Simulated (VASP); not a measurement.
A run of VASP 6.6.1 is set up as follows.

File INCAR:

```
SYSTEM = Ga4As3P
  PREC = Accurate
  ENCUT = 500
  EDIFF = 1E-6
  ISMEAR = 0
  SIGMA = 0.02
  LREAL = .FALSE.
  LASPH = .TRUE.
  NELM = 120
  ALGO = Normal
  ISIF = 2
  LWAVE = .FALSE.
  LCHARG = .FALSE.
  GGA = PS
  NBANDS = 46
  GGA_COMPAT = .FALSE.
```

Contents of KPOINTS:

```
regular mesh
0
G
  8 8 4
  0 0 0
```

The input POSCAR:

```
Ga4As3P
1.0
   -2.8015109078      2.8015109078      0.0000000000
   -2.8010072247     -5.6025181325      2.8009911545
    2.8016720894      2.8016720894      5.6034747959
Ga P As
4 1 3
Direct
    0.0052886456      0.0105772912      0.0012353653
    0.7474667015      0.4949334029      0.2417629343
    0.4984866858     -0.0030266284      0.4999927058
    0.2487628048      0.4975256095      0.7571159614
    0.1879008731      0.3758017461      0.0629282670
    0.9365972086      0.8731944173      0.3093087866
    0.6873289058      0.3746578117      0.5621409343
    0.4381681749      0.8763363497      0.8155150453
```

Potentials or basis: VASP PAW PBE potentials, release 64 (Ga_d, P, As).

The run is started by

```console
$ cat potpaw_PBE.64/Ga_d/POTCAR potpaw_PBE.64/P/POTCAR potpaw_PBE.64/As/POTCAR > POTCAR
$ mpirun -np 1 vasp_std > vasp.out
```

(1) What does it give for the band gap on the k mesh?

(2) Predict the largest force.

## Answers

(1) 0.72 eV, direct.

(2) 0.020 eV/Å.

Caveat: the PAW data sets were made with another functional, which shifts forces and pressure a little.
